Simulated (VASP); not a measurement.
# MgSi3N (Cmmm) in VASP: further runs

MgSi3N is run at these levels: PBE; tasks: single point, relaxation of cell and atoms.

Program: VASP 6.6.1. These are calculated values, not measurements. Logs are shortened: lines on timing, memory, paths and dates and some standing lists are left out, and cuts for length are marked.

## Step 1: The cell of the first run

The structure is orthorhombic, space group Cmmm (No. 65). Conventional cell: a = 4.649 Å, b = 8.253 Å, c = 5.169 Å, α = 90.00°, β = 90.00°, γ = 90.00°. Mg (site symmetry mmm) has 2 Si at 2.58 Å within 3.4 Å. Within 2.3 Å of Si (site symmetry m2m) lie 1 N at 1.73 Å. Within 3.1 Å of Si (site symmetry mmm) lie 2 N at 2.32 Å and 6 Si at 2.39 to 2.90 Å and 2 Mg at 2.58 Å. N (site symmetry mmm) has 2 Si at 1.73 Å within 2.3 Å.

## Step 2: Single point, PBE

File INCAR:

```
SYSTEM = MgSi3N
ALGO = Normal
EDIFF = 1E-6
ENCUT = 520
GGA = PE
ISIF = 2
ISMEAR = 0
LASPH = .TRUE.
LCHARG = .FALSE.
LREAL = .FALSE.
LWAVE = .FALSE.
NBANDS = 18
NELM = 100
PREC = Accurate
SIGMA = 0.1
```

File KPOINTS:

```
k-points
0
G
  10 10 8
  0 0 0
```

File POSCAR:

```
MgSi3N
1.0
    2.3246875039     -4.1265288920      0.0000000000
    2.3246875039      4.1265288920      0.0000000000
    0.0000000000      0.0000000000      5.1690269113
Mg Si N
1 3 1
Direct
    0.0000000000      0.0000000000      0.5000000000
    0.7098960014      0.2901039986      0.0000000000
    0.2901039986      0.7098960014      0.0000000000
    0.0000000000      0.0000000000      0.0000000000
    0.5000000000      0.5000000000      0.0000000000
```

Potentials or basis: VASP PAW PBE potentials, release 64 (Mg, Si, N).

The run is started by

```sh
> cat potpaw_PBE.64/Mg/POTCAR potpaw_PBE.64/Si/POTCAR potpaw_PBE.64/N/POTCAR > POTCAR
> mpirun -np 1 vasp_std > vasp.out
```

OUTCAR:

```text
SYSTEM = MgSi3N
   EDIFF = 1E-6
   ENCUT = 520
   GGA = PE
   ISIF = 2
   ISMEAR = 0
   LASPH = .TRUE.
   LREAL = .FALSE.
   NELM = 100
   PREC = Accurate

 ion  position               nearest neighbor table
   1  0.000  0.000  0.500-   4 2.58   4 2.58
   2  0.710  0.290  0.000-   5 1.73   4 2.39   3 2.42   3 2.42   4 2.90   4 2.90
   3  0.290  0.710  0.000-   5 1.73   4 2.39   2 2.42   2 2.42   4 2.90   4 2.90
   4  0.000  0.000  0.000-   5 2.32   5 2.32   2 2.39   3 2.39   1 2.58   1 2.58   2 2.90   2 2.90
                             3 2.90   3 2.90
   5  0.500  0.500  0.000-   2 1.73   3 1.73   4 2.32   4 2.32

  LATTYP: Found a base centered orthorhombic cell.
 ALAT       =     4.6493750078
 B/A-ratio  =     1.7750897207
 C/A-ratio  =     1.1117681199

  Lattice vectors:

 A1 = (   2.3246875039,  -4.1265288920,   0.0000000000)
 A2 = (   2.3246875039,   4.1265288920,   0.0000000000)
 A3 = (   0.0000000000,   0.0000000000,   5.1690269113)

Analysis of symmetry for initial positions (statically):
=====================================================================
 Subroutine PRICEL returns:
 Original cell was already a primitive cell.

 Routine SETGRP: Setting up the symmetry group for a
 base centered orthorhombic supercell.

 Subroutine GETGRP returns: Found  8 space group operations
 (whereof  8 operations were pure point group operations)
 out of a pool of  8 trial point group operations.

The static configuration has the point symmetry D_2h.

Analysis of symmetry for dynamics (positions and initial velocities):
=====================================================================
 Subroutine PRICEL returns:
 Original cell was already a primitive cell.

 Routine SETGRP: Setting up the symmetry group for a
 base centered orthorhombic supercell.

 Subroutine GETGRP returns: Found  8 space group operations
 (whereof  8 operations were pure point group operations)
 out of a pool of  8 trial point group operations.

The dynamic configuration has the point symmetry D_2h.

 Subroutine INISYM returns: Found  8 space group operations
 (whereof  8 operations are pure point group operations),
 and found     1 'primitive' translations

----------------------------------------------------------------------------------------

                                     Primitive cell

  volume of cell :      99.1718

  direct lattice vectors                    reciprocal lattice vectors
     2.324687504 -4.126528892  0.000000000     0.215082672 -0.121167212  0.000000000
     2.324687504  4.126528892  0.000000000     0.215082672  0.121167212  0.000000000
     0.000000000  0.000000000  5.169026911     0.000000000  0.000000000  0.193460010

  length of vectors
     4.736286804  4.736286804  5.169026911     0.246864434  0.246864434  0.193460010

  position of ions in fractional coordinates (direct lattice)
     0.000000000  0.000000000  0.500000000
     0.709896001  0.290103999  0.000000000
     0.290103999  0.709896001  0.000000000
     0.000000000  0.000000000  0.000000000
     0.500000000  0.500000000  0.000000000

  ion indices of the primitive-cell ions
   primitive index   ion index
                 1           1
                 2           2
                 3           3
                 4           4
                 5           5

----------------------------------------------------------------------------------------

 KPOINTS: k-points

Automatic generation of k-mesh.
 Grid dimensions read from file:
 generate k-points for:   10   10    8

 Generating k-lattice:

  Cartesian coordinates                     Fractional coordinates (reciprocal lattice)
     0.021508267 -0.012116721  0.000000000     0.100000000  0.000000000  0.000000000
     0.021508267  0.012116721  0.000000000     0.000000000  0.100000000  0.000000000
     0.000000000  0.000000000  0.024182501     0.000000000  0.000000000  0.125000000

  Length of vectors
     0.024686443  0.024686443  0.024182501

  Shift w.r.t. Gamma in fractional coordinates (k-lattice)
     0.000000000  0.000000000  0.000000000

 Subroutine IBZKPT returns following result:
 ===========================================

 Found    155 irreducible k-points:

 Following reciprocal coordinates:
            Coordinates               Weight
  0.000000  0.000000  0.000000      1.000000
  0.100000  0.000000  0.000000      4.000000
  0.200000  0.000000  0.000000      4.000000
  0.300000  0.000000  0.000000      4.000000
  0.400000  0.000000  0.000000      4.000000
  0.500000  0.000000  0.000000      2.000000
[... 16 lines left out ...]
  0.300000  0.300000  0.000000      2.000000
  0.400000  0.300000  0.000000      4.000000
 [... further k-points ...]
   k-points           NKPTS =    155   k-points in BZ     NKDIM =    155   number of bands    NBANDS=     18
   number of dos      NEDOS =    301   number of ions     NIONS =      5
   total plane-waves  NPLWV =  51840
   dimension x,y,z NGX =    36 NGY =   36 NGZ =   40
   dimension x,y,z NGXF=    72 NGYF=   72 NGZF=   80
   ions per type =               1   3   1
   NGX,Y,Z   is equivalent  to a cutoff of  12.64, 12.64, 12.86 a.u.
   NGXF,Y,Z  is equivalent  to a cutoff of  25.27, 25.27, 25.73 a.u.
 SYSTEM =  MgSi3N
   PREC   = accura    normal or accurate (medium, high low for compatibility)
   ISTART =      0    job   : 0-new  1-cont  2-samecut
   ICHARG =      2    charge: 1-file 2-atom 10-const
   ISPIN  =      1    spin polarized calculation?
   LNONCOLLINEAR =      F non collinear calculations
   LSORBIT =      F    spin-orbit coupling
   LASPH  =      T    aspherical Exc in radial PAW
   ENCUT  =  520.0 eV  38.22 Ry    6.18 a.u.   8.81  8.81  9.61*2*pi/ulx,y,z
   NELM   =    100;   NELMIN=  2; NELMDL= -5     # of ELM steps
   EDIFF  = 0.1E-05   stopping-criterion for ELM
   LREAL  =      F    real-space projection
   EDIFFG = 0.1E-04   stopping-criterion for IOM
   NSW    =      0    number of steps for IOM
   IBRION =     -1    ionic relax: 0-MD 1-quasi-New 2-CG
   NFREE  =      0    steps in history (QN), initial steepest desc. (CG)
   ISIF   =      2    stress and relaxation
   ISYM   =      2    0-nonsym 1-usesym 2-fastsym
   POTIM  = 0.5000    time-step for ionic-motion
   TEBEG  =    0.0;   TEEND  =   0.0 temperature during run
   PSTRESS=    0.0 pullay stress
   NELECT =      19.0000    total number of electrons
   NUPDOWN=      -1.0000    fix difference up-down
   EMIN   =  10.00;   EMAX   =-10.00  energy-range for DOS
   EFERMI =   0.00;   METHOD = LEGACY
   ISMEAR =     0;   SIGMA  =   0.10  broadening in eV -4-tet -1-fermi 0-gaus
   EFERMI_NEDOS =   21; number of points for ismear=-14 and -15
   IALGO  =     38    algorithm
   IMIX   =      4    mixing-type and parameters
     AMIX     =   0.40;   BMIX     =  1.00
     AMIX_MAG =   1.60;   BMIX_MAG =  1.00
  volume/ion in A,a.u.               =      19.83       133.85
  Fermi-wavevector in a.u.,A,eV,Ry     =   0.943764  1.783455 12.118573  0.890690
  Thomas-Fermi vector in A             =   2.071503
   LORBIT       =      0    0 simple, 1 ext, 2 COOP (PROOUT), +10 PAW based schemes
   GGA     = PE    functional components
   LHFCALC =     F    Hartree Fock is set to
   AEXX    =    0.0000 exact exchange contribution
   IVDW    =     0    specifies the selected vdW correction
   LEPSILON=     F    determine dielectric tensor
   LRPA    =     F    only Hartree local field effects (RPA)
 non-spin polarized calculation
 Gauss-broadening in eV      SIGMA  =   0.10
  energy-cutoff  :      520.00
  volume of cell :       99.17
 maximum number of plane-waves:      2696
   NGX = 17   NGY = 17   NGZ = 19

 number of electron      18.9999998 magnetization

 Free energy of the ion-electron system (eV)
  ---------------------------------------------------
  ext. energy  EPLUGINS =         0.00000000
  ---------------------------------------------------
  free energy    TOTEN  =       -23.74225160 eV

  energy without entropy =      -23.73373614  energy(sigma->0) =      -23.73799387

 E-fermi :   4.6503     XC(G=0):  -8.8346

 val. band max:        4.6433572288   @ k =   0.2000   0.2000   0.1250
 cond. band min:       4.6577007076   @ k =  -0.4000   0.1000   0.0000
 fundamental gap:      0.0143434788
 Fermi energy:         4.6502853292

 k-point     1 :       0.0000    0.0000    0.0000
  band No.  band energies     occupation
      1     -12.1619      2.00000
      2      -5.1709      2.00000
      3      -3.9393      2.00000
      4      -1.4777      2.00000
      5      -0.7739      2.00000
      6       0.0790      2.00000
[... 10 lines left out ...]
     17      10.4114      0.00000
     18      10.5604      0.00000

 k-point     2 :       0.1000    0.0000    0.0000
  band No.  band energies     occupation
      1     -12.1329      2.00000
      2      -5.3363      2.00000
      3      -3.9067      2.00000
      4      -1.6037      2.00000
      5      -0.7058      2.00000
      6      -0.6323      2.00000
[... 10 lines left out ...]
     17      10.4749      0.00000
     18      11.1582      0.00000

 k-point     3 :       0.2000    0.0000    0.0000
  band No.  band energies     occupation
      1     -12.0544      2.00000
      2      -5.6894      2.00000
      3      -3.9091      2.00000
      4      -2.2359      2.00000
      5      -0.5134      2.00000
      6      -0.5063      2.00000
[... 10 lines left out ...]
     17      10.2044      0.00000
     18      10.9500      0.00000

 k-point     4 :       0.3000    0.0000    0.0000
  band No.  band energies     occupation
      1     -11.9514      2.00000
      2      -6.0510      2.00000
      3      -3.9795      2.00000
      4      -2.8831      2.00000
      5      -0.1952      2.00000
      6       0.1068      2.00000
[... 375 lines left out ...]
      4      -1.9959      2.00000
      5      -1.3171      2.00000
      6      -0.5191      2.00000
[... 10 lines left out ...]
     17      10.8961      0.00000
     18      11.4558      0.00000

 k-point    23 :       0.3000    0.3000    0.0000
  band No.  band energies     occupation
      1     -11.7892      2.00000
      2      -5.9505      2.00000
      3      -5.7404      2.00000
      4      -1.3175      2.00000
      5       0.2616      2.00000
      6       0.4912      2.00000
[... 10 lines left out ...]
     17      10.4728      0.00000
     18      10.7349      0.00000

 k-point    24 :       0.4000    0.3000    0.0000
  band No.  band energies     occupation
      1     -11.7876      2.00000
      2      -6.3468      2.00000
      3      -5.2988      2.00000
      4      -1.1902      2.00000
      5       0.3765      2.00000
      6       0.4537      2.00000
[... 10 lines left out ...]
     17       9.9833      0.00000
     18      10.8905      0.00000

 [... further k-points ...]
[... 5 lines left out ...]
  --------------------------------------------------------------------------------------
  -------------------------------------------------------------------------------------
  Total       -0.0432237     -0.0508187     -0.0303060      0.0000000      0.0000000      0.0000000
  in kB       -0.6983036     -0.8210050     -0.4896101      0.0000000      0.0000000      0.0000000
  external PRESSURE =      -0.6696396 kB  Pullay stress =       0.0000000 kB

 VOLUME and BASIS-vectors are now :
 -----------------------------------------------------------------------------
  energy-cutoff  :      520.00
  volume of cell :       99.17
      direct lattice vectors                 reciprocal lattice vectors
     2.324687504 -4.126528892  0.000000000     0.215082672 -0.121167212  0.000000000
     2.324687504  4.126528892  0.000000000     0.215082672  0.121167212  0.000000000
     0.000000000  0.000000000  5.169026911     0.000000000  0.000000000  0.193460010

 POSITION                                       TOTAL-FORCE (eV/Angst)
 -----------------------------------------------------------------------------------
      0.00000      0.00000      2.58451         0.000000     -0.000000      0.000000
      2.32469     -1.73228      0.00000         0.000000     -0.003177      0.000000
      2.32469      1.73228      0.00000         0.000000      0.003177     -0.000000
      0.00000      0.00000      0.00000         0.000000     -0.000000      0.000000
      2.32469      0.00000      0.00000        -0.000000      0.000000      0.000000
 -----------------------------------------------------------------------------------
    total drift:                                0.000000      0.000000     -0.000000

  FREE ENERGIE OF THE ION-ELECTRON SYSTEM (eV)
  ---------------------------------------------------
  free  energy   TOTEN  =       -23.7422516045 eV

  energy  without entropy=      -23.7337361407  energy(sigma->0) =      -23.73799387
```

It took 88 s on 1 thread of Intel Xeon 6975P-C (Granite Rapids), shared host; peak memory 0.41 GiB.

What came out:

| Property | Result |
| --- | --- |
| Free energy | -23.7423 eV |
| Pressure | -0.1 GPa |
| Largest force | 0.003 eV/Å |

Forces in eV/Å, atoms in the order of the input:
```
Mg   0.000  0.000  0.000
Si   0.000 -0.003  0.000
Si   0.000  0.003  0.000
Si   0.000  0.000  0.000
N    0.000  0.000  0.000
```

## Step 3: Relaxation of cell and atoms, PBE

This run uses another cell than the first one, of 20.13 Å³/atom, 1.015 times its volume.

File INCAR:

```
SYSTEM = MgSi3N
  PREC = Accurate
  ENCUT = 600
  EDIFF = 1E-7
  ISMEAR = 0
  SIGMA = 0.1
  LREAL = .False.
  LASPH = .True.
  NELM = 80
  ALGO = Normal
  ISIF = 3
  LWAVE = .False.
  LCHARG = .False.
  GGA = PE
  IBRION = 2
  NSW = 100
  EDIFFG = -0.01
```

File KPOINTS:

```
Automatic mesh
0
Gamma
  10 10 8
  0 0 0
```

File POSCAR:

```
MgSi3N
1.0
    2.3542551779     -4.1324932451      0.0000000000
    2.3542551779      4.1324932451      0.0000000000
    0.0000000000      0.0000000000      5.1737761196
Mg Si N
1 3 1
Direct
    0.0000000000      0.0000000000      0.5000000000
    0.7101311168      0.2898688832      0.0000000000
    0.2898688832      0.7101311168      0.0000000000
    0.0000000000      0.0000000000      0.0000000000
    0.5000000000      0.5000000000      0.0000000000
```

Potentials or basis: VASP PAW PBE potentials, release 64 (Mg, Si, N).

The run is started by

```sh
> cat potpaw_PBE.64/Mg/POTCAR potpaw_PBE.64/Si/POTCAR potpaw_PBE.64/N/POTCAR > POTCAR
> mpirun -np 1 vasp_std > vasp.out
```

Wall time 6.2 min (1 thread of Intel Xeon 6975P-C (Granite Rapids), shared host); peak memory 0.49 GiB.

It converged, with:

| Item | Value |
| --- | --- |
| Free energy | -23.7445 eV |
| Relaxed volume | 19.80 Å³/atom |
| Relaxed cell | a = 4.735 Å, b = 4.735 Å, c = 5.165 Å, α = 90.00°, β = 90.00°, γ = 121.22° |
| Space group after relaxing (to 0.05 Å) | Cmmm (No. 65) |
| Energy gained by relaxing | 1.6 meV/atom |
| Ionic steps | 6 |
| Pressure after relaxing | 0.0 GPa |
| Largest force after relaxing | 0.004 eV/Å |

Forces on the atoms (eV/Å):
```
Mg   0.000  0.000  0.000
Si   0.000  0.004  0.000
Si   0.000 -0.004  0.000
Si   0.000  0.000  0.000
N    0.000  0.000  0.000
```

The path:
```
step  energy change (eV)  largest force (eV/Å)  pressure (GPa)  volume (Å³)
   1              0.0000                0.1096           -1.00       100.67
   2             -0.0042                0.1986            0.52        98.85
   3             -0.0056                0.0942            0.01        99.44
   4             -0.0078                0.0133            0.03        98.96
   5             -0.0078                0.0134            0.03        98.96
   6             -0.0078                0.0036            0.00        99.02
```

Final structure:
```yaml
crystal:
  lattice:
    - [2.32344, -4.12521, 0.00000]
    - [2.32344, 4.12521, 0.00000]
    - [0.00000, 0.00000, 5.16539]
  atoms:
    - { symbol: Mg, position: [0.00000, 0.00000, 0.50000] }
    - { symbol: Si, position: [0.70996, 0.29003, 0.00000] }
    - { symbol: Si, position: [0.29003, 0.70996, 0.00000] }
    - { symbol: Si, position: [0.00000, 0.00000, 0.00000] }
    - { symbol: N, position: [0.50000, 0.50000, 0.00000] }
```

Levels at points of the mesh, in eV from the Fermi level:
```tsv
k point	band 8	band 9	band 10	band 11	band 12	band 13
(0.00, 0.00, 0.00)	-4.20	-1.52	-0.99	1.93	2.83	3.57
(0.50, 0.00, 0.00)	-1.93	-0.96	0.46	0.54	1.11	1.28
(0.50, 0.50, 0.00)	-1.19	-1.05	-0.97	0.92	1.17	3.25
(0.00, 0.00, 0.50)	-4.13	-1.82	1.23	2.10	2.87	3.06
(0.50, 0.00, 0.50)	-1.59	-0.63	-0.57	0.26	2.55	3.01
(0.50, 0.50, 0.50)	-2.03	-1.16	-0.11	1.93	3.08	3.12
```
